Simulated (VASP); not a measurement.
Here is a VASP 6.6.1 calculation.

The input INCAR:

```
ALGO = Normal
EDIFF = 1E-7
ENCUT = 520
GGA = CA
ISIF = 2
ISMEAR = 1
LASPH = True
LCHARG = False
LREAL = False
LWAVE = False
NBANDS = 33
NELM = 80
PREC = Accurate
SIGMA = 0.1
```

File KPOINTS:

```
k-points
0
Gamma
  5 5 5
```

The input POSCAR:

```
Sr3BiAs
1.0
    5.8800000000      0.0000000000      0.0000000000
    0.0000000000      5.8800000000      0.0000000000
    0.0000000000      0.0000000000      5.8800000000
Sr Bi As
3 1 1
Direct
    0.0000000000      0.5000000000      0.5000000000
    0.5000000000      0.0000000000      0.5000000000
    0.5000000000      0.5000000000      0.0000000000
    0.0000000000      0.0000000000      0.0000000000
    0.5000000000      0.5000000000      0.5000000000
```

Potentials or basis: VASP PAW LDA potentials, release 64 (Sr_sv, Bi_d, As).

The run is started by

```sh
$ cat potpaw_LDA.64/Sr_sv/POTCAR potpaw_LDA.64/Bi_d/POTCAR potpaw_LDA.64/As/POTCAR > POTCAR
$ mpirun -np 1 vasp_std > vasp.out
```

(1) What does it give for the pressure?

(2) Estimate the band gap on the k mesh.

## Answers

(1) -2.3 GPa.

(2) zero (filled and empty bands touch).

Caveat: spin-orbit coupling is left out, which moves the levels of the heavy elements.
